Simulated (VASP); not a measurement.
A run of VASP 6.6.1 is set up as follows.

File INCAR:

```
SYSTEM = Hf4O3
PREC = Accurate ; ENCUT = 520
EDIFF = 1E-6 ; ISMEAR = 0
SIGMA = 0.2 ; LREAL = .False.
LASPH = .True. ; NELM = 60
ALGO = Normal ; ISIF = 2
LWAVE = .False. ; LCHARG = .False.
GGA = PE ; NBANDS = 38
```

KPOINTS

```
regular mesh
0
Gamma
  4 4 3
  0 0 0
```

The input POSCAR:

```
Hf4O3
1.0
    4.9687833713      0.0000000000      0.0000000000
    0.0000000000      4.9687833713      0.0000000000
    0.0000000000      0.0000000000      4.7784275400
Hf O
4 3
Direct
    0.7546731578      0.7546731578      0.7430260846
    0.2453268422      0.2453268422      0.7430260846
    0.7546731578      0.2453268422      0.2569739154
    0.2453268422      0.7546731578      0.2569739154
    0.5000000000      0.0000000000      0.5000000000
    0.0000000000      0.5000000000      0.5000000000
    0.5000000000      0.5000000000      0.5000000000
```

Potentials or basis: VASP PAW PBE potentials, release 64 (Hf_pv, O).

The run is started by

```console
$ cat potpaw_PBE.64/Hf_pv/POTCAR potpaw_PBE.64/O/POTCAR > POTCAR
$ mpirun -np 1 vasp_std > vasp.out
```

Q: Estimate the band gap on the k mesh.

A: Zero (band 29 reaches 5.07 eV, above the bottom of band 30 at 4.50 eV).

Q: Estimate the largest force.

A: 0.219 eV/Å.

Q: What does it give for the pressure?

A: -1.6 GPa.

Forces on the atoms (eV/Å):
```
Hf  -0.087 -0.087 -0.182
Hf   0.087  0.087 -0.182
Hf  -0.087  0.087  0.182
Hf   0.087 -0.087  0.182
O    0.000  0.000  0.000
O    0.000  0.000  0.000
O    0.000  0.000  0.000
```

Caveat: the k points lie up to 0.44 Å⁻¹ apart; spin-orbit coupling is left out, which moves the levels of the heavy elements.
